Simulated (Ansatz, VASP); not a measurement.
Two plane-wave programs on CdS

```xyz
4
Lattice="3.9564 0.0000 0.0000 -1.9782 3.4263 0.0000 0.0000 0.0000 7.0824" Properties=species:S:1:pos:R:3 pbc="T T T"
Cd    0.0000    2.2842    0.0728
Cd    1.9782    1.1421    3.6139
S     0.0000    2.2842    2.5831
S     1.9782    1.1421    6.1243
```

Change from the starting cell: epitaxial_xy strain -5.0%.

Alike in both runs: task single point; functional PBE; k mesh 12 × 12 × 4; occupations fermi-dirac, width 0.02 eV; no spin polarisation.

|  | VASP | Ansatz |
| --- | --- | --- |
| version | VASP 6.6.1 | Ansatz 0.2.0 |
| potentials or method | VASP PAW PBE potentials, release 64 (Cd, S) | plane waves, PAW |
| plane-wave cutoff (eV) | 520 | 420 |
| valence electrons in the cell | 36 | 52 |

```csv
,VASP,Ansatz,Ansatz less VASP
gap on the k mesh at the Fermi level (eV),0.98,0.98,-0.002
pressure (GPa),5.1,4.7,-0.41
"traceless stress, the component that is largest in VASP (GPa)",-3.11,-3.13,-0.012
rms of the force components (eV/Å),0.004,0.001,-0.0025
```

Atom by atom the forces differ by 0.005 eV/Å (rms over components). VASP's potentials hold 36 valence electrons a cell and Ansatz's 52, so a difference there can come from the potentials and not from the codes.
